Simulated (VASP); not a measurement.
A run of VASP 6.6.1 is set up as follows.

Contents of INCAR:

```
PREC = Accurate
ENCUT = 520
EDIFF = 1E-7
ISMEAR = 0
SIGMA = 0.02
LREAL = False
LASPH = True
NELM = 80
ALGO = Normal
ISIF = 2
LWAVE = False
LCHARG = False
GGA = PE
NBANDS = 15
```

KPOINTS

```
regular mesh
0
Gamma
  6 6 6
```

File POSCAR:

```
KBr
1.0
    0.0000000000      3.3504481918      3.3504481918
    3.3504481918      0.0000000000      3.3504481918
    3.3504481918      3.3504481918      0.0000000000
K Br
1 1
Direct
    0.0000000000      0.0000000000      0.0000000000
    0.5000000000      0.5000000000      0.5000000000
```

Potentials or basis: VASP PAW PBE potentials, release 64 (K_sv, Br).

Run with:

```sh
$ cat potpaw_PBE.64/K_sv/POTCAR potpaw_PBE.64/Br/POTCAR > POTCAR
$ mpirun -np 1 vasp_std > vasp.out
```

Problem. Estimate the pressure.

Solution. 0.1 GPa.

Problem. Estimate the band gap on the k mesh.

Solution. 4.31 eV, direct.

Expect the measured gap to be larger: semilocal functionals such as PBE lack the derivative discontinuity.
